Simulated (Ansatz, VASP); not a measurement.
One calculation of Rh, two programs

```
Rh
1.0
     0.00000    1.86187    1.86187
     1.86187    0.00000    1.86187
     1.86187    1.86187    0.00000
Rh
1
Direct
  0.00000 0.00000 0.00000
```

Change from the starting cell: volume scaled by 0.94, PAW files.

Alike in both runs: task single point; functional r2SCAN; k mesh 17 × 17 × 17; occupations fermi-dirac, width 0.1 eV; no spin polarisation.

|  | VASP | Ansatz |
| --- | --- | --- |
| version | VASP 6.6.1 | Ansatz 0.2.0 |
| potentials or method | VASP PAW PBE potentials, release 64 (Rh_pv) | PAW with Ansatz's default frozen-core files, scalar-relativistic |
| plane-wave cutoff (eV) | 520 | 500 |
| valence electrons in the cell | 15 | 17 |

Ansatz gave:

| Property | Result |
| --- | --- |
| pressure (GPa) | 20.3 |

Task: What did VASP give for the same quantities?

Result: Pressure (GPa): 21.9.

VASP's potentials were made for PBE, not for r2SCAN. VASP's potentials hold 15 valence electrons a cell and Ansatz's 17, so a difference there can come from the potentials and not from the codes.
